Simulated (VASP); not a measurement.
# Al32P (a cell with a defect) in VASP: further runs

The runs below take Al32P (a cell with a defect) through single point, with PBE+D3(BJ).

All numbers are computed with VASP 6.6.1; they aren't measurements. Logs are shortened: lines on timing, memory, paths and dates and some standing lists are left out, and cuts for length are marked.

### 1 The cell of the first run

The cell holds a defect, 33 atoms: a = 8.100 Å, b = 8.100 Å, c = 8.100 Å, α = 90.00°, β = 90.00°, γ = 90.00°.

### 2 Single point, PBE+D3(BJ)

Input file INCAR:

```
SYSTEM = Al32P
PREC     = Accurate       ! precision mode
ENCUT    = 520            ! plane-wave cutoff, eV
EDIFF    = 1E-6           ! SCF threshold, eV
ISMEAR   = 0              ! smearing method
SIGMA    = 0.15           ! smearing width, eV
LREAL    = Auto         
LASPH    = .TRUE.         ! aspherical terms in the spheres
NELM     = 60             ! most SCF steps
ALGO     = Normal         ! electronic algorithm
ISIF     = 2              ! what is computed and relaxed
LWAVE    = .FALSE.        ! write WAVECAR
LCHARG   = .FALSE.        ! write CHGCAR
GGA      = PE             ! functional
IVDW     = 12             ! dispersion correction
NBANDS   = 72             ! bands
```

Input file KPOINTS:

```
Automatic mesh
0
G
  3 3 3
  0 0 0
```

Input file POSCAR:

```
Al32P
1.0
    8.1000000000      0.0000000000      0.0000000000
    0.0000000000      8.1000000000      0.0000000000
    0.0000000000      0.0000000000      8.1000000000
Al P
32 1
Direct
    0.5026146914      0.0026203704      0.0025941975
    0.7501811111      0.2501888889      0.0036907407
    0.7501730864      0.0036908642      0.2501380247
   -0.0024387654      0.0026996296      0.0026534568
    0.2499416049      0.2494904938      0.0126617284
    0.5026956790      0.4975646914      0.0026562963
    0.7495128395      0.7499386420      0.0126561728
    0.2499280247      0.0127449383      0.2496695062
    0.5036891358      0.2501812346      0.2501382716
    0.7502025926      0.4964871605      0.2501516049
    0.5026593827      0.0026660494      0.4975558025
    0.7501958025      0.2502043210      0.4964622222
    0.7494916049      0.0127782716      0.7499728395
   -0.0024337037      0.4975714815      0.0027218519
    0.2510425926      0.7510897531      0.0443619753
   -0.0035181481      0.2502107407      0.2501513580
    0.2499824691      0.4880601235      0.2497203704
    0.5127286420      0.7499255556      0.2496708642
   -0.0024408642      0.0027490123      0.4975434568
    0.2499675309      0.2494897531      0.4878911111
    0.5027443210      0.4975635802      0.4975427160
    0.7495124691      0.7499656790      0.4878967901
    0.2510275309      0.0433255556      0.7507143210
    0.5127675309      0.2494693827      0.7499735802
    0.7495366667      0.4880302469      0.7500058025
   -0.0119581481      0.7499800000      0.2497192593
   -0.0024385185      0.4975677778      0.4975262963
    0.2511137037      0.7511644444      0.4519177778
   -0.0119934568      0.2495134568      0.7500050617
    0.2511282716      0.4507632099      0.7507576543
    0.5434465432      0.7510762963      0.7507155556
   -0.0490980247      0.7511776543      0.7507572840
    0.2453685185      0.7451561728      0.7469374074
```

Potentials or basis: VASP PAW PBE potentials, release 64 (Al, P).

The run is started by

```sh
$ cat potpaw_PBE.64/Al/POTCAR potpaw_PBE.64/P/POTCAR > POTCAR
$ mpirun -np 1 vasp_std > vasp.out
```

OUTCAR:

```text
SYSTEM = Al32P
   PREC = Accurate
   ENCUT = 520
   EDIFF = 1E-6
   ISMEAR = 0
   LREAL = Auto
   LASPH = .TRUE.
   NELM = 60
   ISIF = 2
   GGA = PE
   IVDW = 12
 IVDW          = 12

 ion  position               nearest neighbor table
   1  0.503  0.003  0.003-   3 2.84   9 2.84   2 2.84  24 2.86  13 2.86   5 2.86   7 2.86   8 2.86
                            18 2.86  15 2.90  31 2.90  23 2.90
   2  0.750  0.250  0.004-  13 2.81  24 2.81  29 2.82  25 2.82  10 2.82  16 2.82   9 2.82   3 2.82
                            14 2.83   6 2.83   4 2.83   1 2.84
   3  0.750  0.004  0.250-  18 2.81   7 2.82  22 2.82  26 2.82  16 2.82  12 2.82   2 2.82   9 2.82
                            19 2.83   4 2.83  11 2.83   1 2.84
   4  0.998  0.003  0.003-   2 2.83   3 2.83  16 2.84   5 2.86   8 2.86  29 2.86  26 2.86  13 2.87
                             7 2.87  32 2.91  15 2.91  23 2.91
   5  0.250  0.249  0.013-  30 2.68  23 2.70   8 2.71  17 2.72  16 2.81   9 2.82   4 2.86   1 2.86
                            14 2.87   6 2.87  29 3.00  24 3.01
   6  0.503  0.498  0.003-   2 2.83   9 2.83  10 2.84   7 2.86  18 2.86  25 2.86  17 2.86  24 2.87
                             5 2.87  30 2.91  15 2.91  31 2.91
   7  0.750  0.750  0.013-  32 2.68  31 2.70  18 2.71  26 2.72  10 2.81   3 2.82   6 2.86   1 2.86
                            14 2.87   4 2.87  25 3.00  13 3.01
   8  0.250  0.013  0.250-  28 2.68  15 2.69   5 2.71  20 2.72  16 2.81   9 2.81   4 2.86   1 2.86
                            19 2.87  11 2.87  26 3.00  18 3.01
   9  0.504  0.250  0.250-   8 2.81   5 2.82  20 2.82  17 2.82  10 2.82  12 2.82   2 2.82   3 2.82
[... 32 lines left out ...]
                            27 2.87  14 2.87  22 3.00   7 3.00
  26  0.988  0.750  0.250-  28 2.69  15 2.70   7 2.72  22 2.73  10 2.82   3 2.82  14 2.86   4 2.86
                            27 2.87  19 2.87  17 3.00   8 3.00
  27  0.998  0.498  0.498-  12 2.83  16 2.83  10 2.83  26 2.87  17 2.87  22 2.87  20 2.87  25 2.87
                            29 2.87  30 2.93  32 2.93  28 2.93
  28  0.251  0.751  0.452-  33 2.39   8 2.68  18 2.68  26 2.69  17 2.69  11 2.90  19 2.92  21 2.92
                            27 2.93  15 3.30
  29  0.988  0.250  0.750-  30 2.68  23 2.71  13 2.72  25 2.73  12 2.82   2 2.82  19 2.86   4 2.86
                            27 2.87  14 2.87  20 3.00   5 3.00
  30  0.251  0.451  0.751-  33 2.39  24 2.67   5 2.68  20 2.68  29 2.68   6 2.91  21 2.92  14 2.92
                            27 2.93  23 3.30
  31  0.543  0.751  0.751-  33 2.42  13 2.70   7 2.70  22 2.71  25 2.71   1 2.90  11 2.91   6 2.91
                            21 2.92  32 3.30  23 3.35  15 3.36
  32  0.951  0.751  0.751-  33 2.39  13 2.67   7 2.68  22 2.68  25 2.68   4 2.91  19 2.92  14 2.92
                            27 2.93  31 3.30
  33  0.245  0.745  0.747-  30 2.39  32 2.39  28 2.39  15 2.41  31 2.42  23 2.42

  LATTYP: Found a simple cubic cell.
 ALAT       =     8.1000000000

  Lattice vectors:

 A1 = (   8.1000000000,   0.0000000000,   0.0000000000)
 A2 = (   0.0000000000,   8.1000000000,   0.0000000000)
 A3 = (   0.0000000000,   0.0000000000,   8.1000000000)

Analysis of symmetry for initial positions (statically):
=====================================================================
 Subroutine PRICEL returns:
 Original cell was already a primitive cell.

 Routine SETGRP: Setting up the symmetry group for a
 simple cubic supercell.

 Subroutine GETGRP returns: Found  1 space group operations
 (whereof  1 operations were pure point group operations)
 out of a pool of 48 trial point group operations.

The static configuration has the point symmetry C_1 .

Analysis of symmetry for dynamics (positions and initial velocities):
=====================================================================
 Subroutine PRICEL returns:
 Original cell was already a primitive cell.

 Routine SETGRP: Setting up the symmetry group for a
 simple cubic supercell.

 Subroutine GETGRP returns: Found  1 space group operations
 (whereof  1 operations were pure point group operations)
 out of a pool of 48 trial point group operations.

The dynamic configuration has the point symmetry C_1 .

 Subroutine INISYM returns: Found  1 space group operations
 (whereof  1 operations are pure point group operations),
 and found     1 'primitive' translations

----------------------------------------------------------------------------------------

                                     Primitive cell

  volume of cell :     531.4410

  direct lattice vectors                    reciprocal lattice vectors
     8.100000000  0.000000000  0.000000000     0.123456790  0.000000000  0.000000000
     0.000000000  8.100000000  0.000000000     0.000000000  0.123456790  0.000000000
     0.000000000  0.000000000  8.100000000     0.000000000  0.000000000  0.123456790

  length of vectors
     8.100000000  8.100000000  8.100000000     0.123456790  0.123456790  0.123456790
[... 83 lines left out ...]
     0.041152263  0.000000000  0.000000000     0.333333333  0.000000000  0.000000000
     0.000000000  0.041152263  0.000000000     0.000000000  0.333333333  0.000000000
     0.000000000  0.000000000  0.041152263     0.000000000  0.000000000  0.333333333

  Length of vectors
     0.041152263  0.041152263  0.041152263

  Shift w.r.t. Gamma in fractional coordinates (k-lattice)
     0.000000000  0.000000000  0.000000000

 Subroutine IBZKPT returns following result:
 ===========================================

 Found     14 irreducible k-points:

 Following reciprocal coordinates:
            Coordinates               Weight
  0.000000  0.000000  0.000000      1.000000
  0.333333  0.000000  0.000000      2.000000
  0.000000  0.333333  0.000000      2.000000
  0.000000  0.000000  0.333333      2.000000
  0.333333  0.333333  0.000000      2.000000
  0.000000  0.333333  0.333333      2.000000
  0.333333  0.000000  0.333333      2.000000
 -0.333333  0.333333  0.000000      2.000000
 -0.333333  0.000000  0.333333      2.000000
  0.000000 -0.333333  0.333333      2.000000
  0.333333  0.333333  0.333333      2.000000
 -0.333333  0.333333  0.333333      2.000000
 -0.333333 -0.333333  0.333333      2.000000
  0.333333 -0.333333  0.333333      2.000000
   k-points           NKPTS =     14   k-points in BZ     NKDIM =     14   number of bands    NBANDS=     72
   number of dos      NEDOS =    301   number of ions     NIONS =     33
   total plane-waves  NPLWV = 216000
   dimension x,y,z NGX =    60 NGY =   60 NGZ =   60
   dimension x,y,z NGXF=   120 NGYF=  120 NGZF=  120
   ions per type =              32   1
   NGX,Y,Z   is equivalent  to a cutoff of  12.31, 12.31, 12.31 a.u.
   NGXF,Y,Z  is equivalent  to a cutoff of  24.63, 24.63, 24.63 a.u.
 SYSTEM =  Al32P
   PREC   = accura    normal or accurate (medium, high low for compatibility)
   ISTART =      0    job   : 0-new  1-cont  2-samecut
   ICHARG =      2    charge: 1-file 2-atom 10-const
   ISPIN  =      1    spin polarized calculation?
   LNONCOLLINEAR =      F non collinear calculations
   LSORBIT =      F    spin-orbit coupling
   LASPH  =      T    aspherical Exc in radial PAW
   ENCUT  =  520.0 eV  38.22 Ry    6.18 a.u.  15.06 15.06 15.06*2*pi/ulx,y,z
   NELM   =     60;   NELMIN=  2; NELMDL= -5     # of ELM steps
   EDIFF  = 0.1E-05   stopping-criterion for ELM
   LREAL  =      T    real-space projection
   EDIFFG = 0.1E-04   stopping-criterion for IOM
   NSW    =      0    number of steps for IOM
   IBRION =     -1    ionic relax: 0-MD 1-quasi-New 2-CG
   NFREE  =      0    steps in history (QN), initial steepest desc. (CG)
   ISIF   =      2    stress and relaxation
   ISYM   =      2    0-nonsym 1-usesym 2-fastsym
   POTIM  = 0.5000    time-step for ionic-motion
   TEBEG  =    0.0;   TEEND  =   0.0 temperature during run
   PSTRESS=    0.0 pullay stress
   NELECT =     101.0000    total number of electrons
   NUPDOWN=      -1.0000    fix difference up-down
   EMIN   =  10.00;   EMAX   =-10.00  energy-range for DOS
   EFERMI =   0.00;   METHOD = LEGACY
   ISMEAR =     0;   SIGMA  =   0.15  broadening in eV -4-tet -1-fermi 0-gaus
   EFERMI_NEDOS =   21; number of points for ismear=-14 and -15
   IALGO  =     38    algorithm
   IMIX   =      4    mixing-type and parameters
     AMIX     =   0.40;   BMIX     =  1.00
     AMIX_MAG =   1.60;   BMIX_MAG =  1.00
  volume/ion in A,a.u.               =      16.10       108.68
  Fermi-wavevector in a.u.,A,eV,Ry     =   0.941233  1.778672 12.053656  0.885919
  Thomas-Fermi vector in A             =   2.068723
   LORBIT       =      0    0 simple, 1 ext, 2 COOP (PROOUT), +10 PAW based schemes
   GGA     = PE    functional components
   LHFCALC =     F    Hartree Fock is set to
   AEXX    =    0.0000 exact exchange contribution
   IVDW    =    12    specifies the selected vdW correction
   LEPSILON=     F    determine dielectric tensor
   LRPA    =     F    only Hartree local field effects (RPA)
 non-spin polarized calculation
 Gauss-broadening in eV      SIGMA  =   0.15
  energy-cutoff  :      520.00
  volume of cell :      531.44
 maximum number of plane-waves:     14358
   NGX = 31   NGY = 31   NGZ = 31

 number of electron     101.0000001 magnetization

 Free energy of the ion-electron system (eV)
  ---------------------------------------------------
  ext. energy  EPLUGINS =         0.00000000
  ---------------------------------------------------
  free energy    TOTEN  =      -124.11076508 eV

  energy without entropy =     -124.00237893  energy(sigma->0) =     -124.05657200

 E-fermi :   8.3611     XC(G=0): -10.2899

 val. band max:        8.3577629599   @ k =   0.0000   0.0000   0.0000
 cond. band min:       8.4059137243   @ k =  -0.3333   0.3333   0.0000
 fundamental gap:      0.0481507644
 Fermi energy:         8.3611031881

 k-point     1 :       0.0000    0.0000    0.0000
  band No.  band energies     occupation
      1      -4.4184      2.00000
      2      -2.6040      2.00000
      3      -0.9600      2.00000
      4      -0.9600      2.00000
      5      -0.7431      2.00000
      6      -0.7427      2.00000
[... 899 lines left out ...]
     61       9.8620      0.00000
     62       9.8775      0.00000
 [bands above 62 left out]

------------------------ aborting loop because EDIFF is reached ----------------------------------------

 Edisp (eV)  -11.46975

 E8    (eV) :    -5.1043

  FORCE on cell =-STRESS in cart. coord.  units (eV):
  Direction    XX          YY          ZZ          XY          YZ          ZX
  --------------------------------------------------------------------------------------
  -------------------------------------------------------------------------------------
  Total       1.20921     1.21246     1.18410    -0.01772    -0.01005    -0.01077
  in kB       3.64551     3.65529     3.56981    -0.05343    -0.03029    -0.03246
  external pressure =        3.62 kB  Pullay stress =        0.00 kB

 VOLUME and BASIS-vectors are now :
 -----------------------------------------------------------------------------
  energy-cutoff  :      520.00
  volume of cell :      531.44
      direct lattice vectors                 reciprocal lattice vectors
     8.100000000  0.000000000  0.000000000     0.123456790  0.000000000  0.000000000
     0.000000000  8.100000000  0.000000000     0.000000000  0.123456790  0.000000000
     0.000000000  0.000000000  8.100000000     0.000000000  0.000000000  0.123456790

 POSITION                                       TOTAL-FORCE (eV/Angst)
 -----------------------------------------------------------------------------------
      4.07118      0.02123      0.02101         0.002151      0.002088      0.001957
      6.07647      2.02653      0.02989         0.000408      0.000429      0.003318
      6.07640      0.02990      2.02612         0.000416      0.003356      0.000378
      8.08025      0.02187      0.02149        -0.001814      0.001248      0.001405
      2.02453      2.02087      0.10256        -0.000742     -0.001183      0.001102
      4.07183      4.03027      0.02152         0.001306     -0.001875      0.001363
[... 25 lines left out ...]
      7.70231      6.08454      6.08113         0.010178      0.003323      0.003322
      1.98748      6.03576      6.05019        -0.003508     -0.002733     -0.000323
 -----------------------------------------------------------------------------------
    total drift:                                0.004882      0.006024      0.008640

  FREE ENERGIE OF THE ION-ELECTRON SYSTEM (eV)
  ---------------------------------------------------
  free  energy   TOTEN  =      -135.5805142457 eV

  energy  without entropy=     -135.4721280979  energy(sigma->0) =     -135.52632117
```

It took 6.8 min on 1 thread of Intel Xeon Platinum 8488C (Sapphire Rapids), shared host; peak memory 0.65 GiB.

What came out:

```
Free energy                : -135.5805 eV
Pressure                   : 0.4 GPa
Largest force              : 0.011 eV/Å
Band gap on the k mesh     : zero (an odd number of electrons rules out a gap without spin polarisation)
Dispersion energy per atom : -0.348 eV
```

Forces on the atoms (eV/Å):
```
Al   0.002  0.002  0.002
Al   0.000  0.000  0.003
Al   0.000  0.003  0.000
Al  -0.002  0.001  0.001
Al  -0.001 -0.001  0.001
Al   0.001 -0.002  0.001
Al  -0.001 -0.001  0.001
Al   0.000  0.001 -0.001
Al   0.003  0.000  0.000
Al  -0.001 -0.004 -0.001
Al   0.002  0.002 -0.002
Al   0.000  0.000 -0.005
Al  -0.001  0.000  0.000
Al  -0.002 -0.002  0.000
Al   0.001  0.002 -0.005
Al  -0.005 -0.001  0.000
Al   0.000 -0.002  0.000
Al   0.001  0.000 -0.001
Al  -0.001  0.001 -0.002
Al   0.000 -0.002 -0.003
Al   0.001 -0.001 -0.002
Al  -0.002  0.000 -0.003
Al   0.002 -0.005  0.000
Al   0.000 -0.001  0.000
Al  -0.001 -0.003  0.000
Al  -0.002  0.000  0.000
Al  -0.001 -0.002 -0.001
Al   0.002  0.003  0.009
Al  -0.003 -0.002  0.000
Al   0.004  0.010  0.003
Al  -0.004  0.003  0.000
Al   0.010  0.003  0.003
P   -0.004 -0.003  0.000
```

Levels at points of the mesh, in eV from the Fermi level:
```tsv
k point	band 49	band 50	band 51	band 52	band 53	band 54
(0.00, 0.00, 0.00)	-0.01	-0.01	0.00	0.09	0.09	0.09
```

### 3 Single point, PBE+D3(BJ)

Input file INCAR:

```
SYSTEM = Al32P
PREC     = Accurate       ! precision mode
ENCUT    = 520            ! plane-wave cutoff, eV
EDIFF    = 1E-7           ! SCF threshold, eV
ISMEAR   = 0              ! smearing method
SIGMA    = 0.15           ! smearing width, eV
LREAL    = Auto         
LASPH    = .True.         ! aspherical terms in the spheres
NELM     = 60             ! most SCF steps
ALGO     = Normal         ! electronic algorithm
ISIF     = 2              ! what is computed and relaxed
LWAVE    = .False.        ! write WAVECAR
LCHARG   = .False.        ! write CHGCAR
GGA      = PE             ! functional
IVDW     = 12             ! dispersion correction
NBANDS   = 72             ! bands
```

Input file KPOINTS:

```
Automatic mesh
0
Gamma
  3 3 3
  0 0 0
```

Input file POSCAR:

```
Al32P
1.0
    8.1000000000      0.0000000000      0.0000000000
    0.0000000000      8.1000000000      0.0000000000
    0.0000000000      0.0000000000      8.1000000000
Al P
32 1
Direct
    0.5001025481      0.0117924752     -0.0004727242
    0.7533842349      0.2498144650      0.0001142552
    0.7524745088      0.0025244888      0.2474275915
   -0.0002644369      0.0034518999      0.0001202125
    0.2462839542      0.2497243569      0.0001745290
    0.5000324009      0.4872456672     -0.0004135339
    0.7616304720      0.7500946273     -0.0004781586
    0.2472714937      0.0023998475      0.2475325380
    0.5000908607      0.2507113007      0.2379714582
    0.7523623865      0.4973134005      0.2475123214
    0.4983301631      0.0498750891      0.5008164596
    0.7616849546      0.2507345420      0.4999351004
    0.7523994595      0.0024570805      0.7526542048
   -0.0003527422      0.4963058685      0.0001682631
    0.2371072785      0.7500277599     -0.0004102467
   -0.0002793619      0.2497934117      0.2464830063
    0.2472500056      0.4973069266      0.2476112151
    0.4982884678      0.7486848928      0.2015101550
    0.0009218431      0.0119142296      0.4999391083
    0.2370606398      0.2506283161      0.4999788149
    0.4981311652      0.4574784697      0.5009318199
    0.8010276554      0.7487483763      0.5007970087
    0.2472579478      0.0023354197      0.7526345955
    0.5000429874      0.2506460331      0.7626350738
    0.7522893831      0.4973103561      0.7526386113
    0.0009027599      0.7500792905      0.2379047945
    0.0008025599      0.4871381928      0.4999754139
    0.2084309919      0.7485399567      0.5009403766
   -0.0003375940      0.2497460523      0.7536666914
    0.2472240448      0.4972906794      0.7526351616
    0.4981564227      0.7485736958      0.7937468549
    0.0008187470      0.7500413571      0.7626964850
    0.5077213479      0.7559922348      0.4961405330
```

Potentials or basis: VASP PAW PBE potentials, release 64 (Al, P).

The run is started by

```sh
$ cat potpaw_PBE.64/Al/POTCAR potpaw_PBE.64/P/POTCAR > POTCAR
$ mpirun -np 1 vasp_std > vasp.out
```

It took 21 min on 1 thread of Intel Xeon 8259CL, shared host; peak memory 0.63 GiB.

The run converged. Its results:

```
Free energy                : -135.5806 eV
Pressure                   : 0.4 GPa
Largest force              : 0.013 eV/Å
Band gap on the k mesh     : zero (an odd number of electrons rules out a gap without spin polarisation)
Dispersion energy per atom : -0.348 eV
```

Forces on the atoms (eV/Å):
```
Al   0.000  0.006  0.001
Al   0.008  0.000  0.000
Al   0.000  0.001 -0.001
Al   0.000  0.007  0.000
Al  -0.005 -0.001  0.001
Al   0.001 -0.002  0.000
Al   0.008  0.000  0.000
Al  -0.001  0.001 -0.001
Al   0.000 -0.001 -0.006
Al   0.001 -0.001 -0.001
Al  -0.010 -0.008  0.004
Al   0.008 -0.001  0.001
Al   0.001  0.001  0.000
Al  -0.001 -0.005  0.001
Al  -0.001  0.000  0.000
Al  -0.001 -0.001 -0.007
Al  -0.001 -0.001 -0.001
Al  -0.005 -0.004  0.011
Al  -0.001  0.007 -0.001
Al  -0.002  0.000  0.000
Al   0.000  0.007 -0.001
Al  -0.003 -0.007  0.005
Al  -0.001  0.001  0.001
Al   0.000  0.000  0.003
Al   0.000 -0.001  0.001
Al  -0.001  0.001 -0.006
Al  -0.001 -0.002  0.000
Al   0.006 -0.001 -0.002
Al  -0.001 -0.001  0.005
Al   0.000  0.000  0.001
Al   0.000  0.001 -0.006
Al   0.000  0.000  0.002
P    0.003  0.003 -0.003
```

Levels at points of the mesh, in eV from the Fermi level:
| k point | band 47 | band 48 | band 49 | band 50 | band 51 | band 52 | band 53 | band 54 |
| --- | --- | --- | --- | --- | --- | --- | --- | --- |
| (0.00, 0.00, 0.00) | -0.46 | -0.46 | -0.01 | -0.01 | 0.00 | 0.09 | 0.09 | 0.09 |
